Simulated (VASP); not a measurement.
# SrTiO3 (Pm-3m) in VASP: a series of runs, part 2 of 2

VASP 6.6.1.

## Step 3: Relaxation of the atoms, PBE

INCAR reads:

```
SYSTEM = SrTiO3
PREC = Accurate
ENCUT = 520
EDIFF = 1E-7
ISMEAR = 0
SIGMA = 0.02
LREAL = .FALSE.
LASPH = .TRUE.
NELM = 120
ALGO = Normal
ISIF = 2
LWAVE = .FALSE.
LCHARG = .FALSE.
GGA = PE
IBRION = 2
NSW = 80
EDIFFG = -0.005
GGA_COMPAT = .FALSE.
NELMIN = 4
```

KPOINTS reads:

```
regular mesh
0
G
  8 8 8
  0 0 0
```

POSCAR reads:

```
SrTiO3
1.0
    3.9364226081      0.0000000000      0.0000000000
    0.0000000000      3.9364226081      0.0000000000
    0.0000000000      0.0000000000      3.9364226081
Sr Ti O
1 1 3
Direct
    0.0000000000      0.0000000000      0.0000000000
    0.5000000000      0.5000000000      0.5000000000
    0.5000000000      0.5000000000      0.0000000000
    0.5000000000      0.0000000000      0.5000000000
    0.0000000000      0.5000000000      0.5000000000
```

Potentials or basis: VASP PAW PBE potentials, release 64 (Sr_sv, Ti_sv, O).

Command:

```bash
cat potpaw_PBE.64/Sr_sv/POTCAR potpaw_PBE.64/Ti_sv/POTCAR potpaw_PBE.64/O/POTCAR > POTCAR
mpirun -np 1 vasp_std > vasp.out
```

OUTCAR:

```text
SYSTEM = SrTiO3
   PREC = Accurate
   ENCUT = 520
   EDIFF = 1E-7
   ISMEAR = 0
   LREAL = .FALSE.
   LASPH = .TRUE.
   NELM = 120
   ISIF = 2
   GGA = PE
   IBRION = 2
   NSW = 80
   EDIFFG = -0.005
   NELMIN = 4

 ion  position               nearest neighbor table
   1  0.000  0.000  0.000-   3 2.78   4 2.78   5 2.78   4 2.78   5 2.78   3 2.78   5 2.78   5 2.78
                             3 2.78   4 2.78   4 2.78   3 2.78   2 3.41   2 3.41   2 3.41   2 3.41
   2  0.500  0.500  0.500-   3 1.97   4 1.97   5 1.97   3 1.97   4 1.97   5 1.97   1 3.41   1 3.41
                             1 3.41   1 3.41   1 3.41   1 3.41   1 3.41   1 3.41
   3  0.500  0.500  0.000-   2 1.97   2 1.97   1 2.78   1 2.78   1 2.78   1 2.78
   4  0.500  0.000  0.500-   2 1.97   2 1.97   1 2.78   1 2.78   1 2.78   1 2.78
   5  0.000  0.500  0.500-   2 1.97   2 1.97   1 2.78   1 2.78   1 2.78   1 2.78

  LATTYP: Found a simple cubic cell.
 ALAT       =     3.9364226081

  Lattice vectors:

 A1 = (   3.9364226081,   0.0000000000,   0.0000000000)
 A2 = (   0.0000000000,   3.9364226081,   0.0000000000)
 A3 = (   0.0000000000,   0.0000000000,   3.9364226081)

Analysis of symmetry for initial positions (statically):
=====================================================================
 Subroutine PRICEL returns:
 Original cell was already a primitive cell.

 Routine SETGRP: Setting up the symmetry group for a
 simple cubic supercell.

 Subroutine GETGRP returns: Found 48 space group operations
 (whereof 48 operations were pure point group operations)
 out of a pool of 48 trial point group operations.

The static configuration has the point symmetry O_h .

Analysis of symmetry for dynamics (positions and initial velocities):
=====================================================================
 Subroutine PRICEL returns:
 Original cell was already a primitive cell.

[... 135 lines left out ...]
  Fermi-wavevector in a.u.,A,eV,Ry     =   1.422306  2.687769 27.523974  2.022955
  Thomas-Fermi vector in A             =   2.543024
   LORBIT       =      0    0 simple, 1 ext, 2 COOP (PROOUT), +10 PAW based schemes
   GGA     = PE    functional components
   LHFCALC =     F    Hartree Fock is set to
   AEXX    =    0.0000 exact exchange contribution
   IVDW    =     0    specifies the selected vdW correction
   LEPSILON=     F    determine dielectric tensor
   LRPA    =     F    only Hartree local field effects (RPA)
 conjugate gradient relaxation of ions
 non-spin polarized calculation
 Gauss-broadening in eV      SIGMA  =   0.02
  energy-cutoff  :      520.00
  volume of cell :       61.00
 maximum number of plane-waves:      1671
 NGX is ok and might be reduce to    30
   NGX = 15   NGY = 15   NGZ = 15

 number of electron      39.9999990 magnetization

 Free energy of the ion-electron system (eV)
  ---------------------------------------------------
  ext. energy  EPLUGINS =         0.00000000
  ---------------------------------------------------
  free energy    TOTEN  =       -40.10326184 eV

  energy without entropy =      -40.10326184  energy(sigma->0) =      -40.10326184

 E-fermi :   4.1942     XC(G=0): -11.1443

 val. band max:        3.9702904181   @ k =   0.5000   0.5000   0.5000
 cond. band min:       5.7814402777   @ k =   0.0000   0.0000   0.0000
 fundamental gap:      1.8111498596
 Fermi energy:         4.1941522704

 k-point     1 :       0.0000    0.0000    0.0000
  band No.  band energies     occupation
      1     -52.5926      2.00000
      2     -28.8943      2.00000
      3     -28.8237      2.00000
      4     -28.8237      2.00000
      5     -28.8237      2.00000
      6     -13.3707      2.00000
[... 637 lines left out ...]
     23       7.9866      0.00000
     24       9.5096      0.00000

 [... further k-points ...]

------------------------ aborting loop because EDIFF is reached ----------------------------------------

  FORCE on cell =-STRESS in cart. coord.  units (eV):
  Direction    XX          YY          ZZ          XY          YZ          ZX
  --------------------------------------------------------------------------------------
  -------------------------------------------------------------------------------------
  Total        0.2353724      0.2353724      0.2353724     -0.0000000     -0.0000000     -0.0000000
  in kB        6.1824537      6.1824537      6.1824537     -0.0000000     -0.0000000     -0.0000000
  external PRESSURE =       6.1824537 kB  Pullay stress =       0.0000000 kB

 VOLUME and BASIS-vectors are now :
 -----------------------------------------------------------------------------
  energy-cutoff  :      520.00
  volume of cell :       61.00
      direct lattice vectors                 reciprocal lattice vectors
     3.936422608  0.000000000  0.000000000     0.254037765  0.000000000  0.000000000
     0.000000000  3.936422608  0.000000000     0.000000000  0.254037765  0.000000000
     0.000000000  0.000000000  3.936422608     0.000000000  0.000000000  0.254037765

 POSITION                                       TOTAL-FORCE (eV/Angst)
 -----------------------------------------------------------------------------------
      0.00000      0.00000      0.00000         0.000000      0.000000      0.000000
      1.96821      1.96821      1.96821         0.000000      0.000000      0.000000
      1.96821      1.96821      0.00000         0.000000      0.000000      0.000000
      1.96821      0.00000      1.96821         0.000000      0.000000      0.000000
      0.00000      1.96821      1.96821         0.000000      0.000000      0.000000
 -----------------------------------------------------------------------------------
    total drift:                                0.000000      0.000000     -0.000000

  FREE ENERGIE OF THE ION-ELECTRON SYSTEM (eV)
  ---------------------------------------------------
  free  energy   TOTEN  =       -40.1032618406 eV

  energy  without entropy=      -40.1032618406  energy(sigma->0) =      -40.10326184

 reached required accuracy - stopping structural energy minimisation
```

CONTCAR:

```text
SrTiO3
   1.00000000000000
     3.9364226081000000    0.0000000000000000    0.0000000000000000
     0.0000000000000000    3.9364226081000000    0.0000000000000000
     0.0000000000000000    0.0000000000000000    3.9364226081000000
  Sr              Ti              O
     1     1     3
Direct
     0.0000000000000000    0.0000000000000000    0.0000000000000000
     0.5000000000000000    0.5000000000000000    0.5000000000000000
     0.5000000000000000    0.5000000000000000    0.0000000000000000
     0.5000000000000000    0.0000000000000000    0.5000000000000000
     0.0000000000000000    0.5000000000000000    0.5000000000000000

  0.00000000E+00  0.00000000E+00  0.00000000E+00
  0.00000000E+00  0.00000000E+00  0.00000000E+00
  0.00000000E+00  0.00000000E+00  0.00000000E+00
  0.00000000E+00  0.00000000E+00  0.00000000E+00
  0.00000000E+00  0.00000000E+00  0.00000000E+00
```

It took 1.9 min on 1 thread of Oxide Virtual Turin-like, shared host; peak memory 0.17 GiB.

What came out:

```yaml
Free_energy: -40.1033 eV
Pressure_after_relaxing: 0.6 GPa
Band_gap_on_the_k_mesh: 1.81 eV (least direct gap 2.18 eV)
```

Final structure:
```xyz
5
Lattice="3.9364 0.0000 0.0000 0.0000 3.9364 0.0000 0.0000 0.0000 3.9364" Properties=species:S:1:pos:R:3 pbc="T T T"
Sr    0.0000    0.0000    0.0000
Ti    1.9682    1.9682    1.9682
O     1.9682    1.9682    0.0000
O     1.9682    0.0000    1.9682
O     0.0000    1.9682    1.9682
```

Caveat: the relaxation stopped at its first step, so nothing moved.
